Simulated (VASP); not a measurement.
Ta:

```xyz
2
Lattice="2.9004 0.0000 0.0000 -1.4502 2.5118 0.0000 0.0000 0.0000 5.1663" Properties=species:S:1:pos:R:3 pbc="T T T"
Ta    1.4502    0.8373    3.8747
Ta    0.0000    1.6745    1.2916
```

This isn't the form of Ta at room conditions, which is bcc.

Base run:

```yaml
Program: VASP 6.6.1
Functional: r2SCAN
Potentials_or_basis: VASP PAW PBE potentials, release 64 (Ta_pv)
Cutoff: 520 eV
k_mesh: 13 × 13 × 7
Occupations: fermi-dirac, width 0.3 eV
Spin: no spin polarisation
```

Its results: band gap on the k mesh zero (bands 11 and 12 overlap by 1.68 eV); pressure -1.0 GPa.

Task: The run is repeated on the same cell with these changes: occupations from fermi-dirac, width 0.3 eV to fermi-dirac, width 0.1 eV. What comes out?

Result: Band gap on the k mesh zero (bands 11 and 12 overlap by 1.68 eV); pressure -2.6 GPa.

Caveats: the PAW data sets were made with another functional, which shifts forces and pressure a little; spin-orbit coupling is left out, which moves the levels of the heavy elements; so wide a smearing shifts energies and pressures (at least some runs).
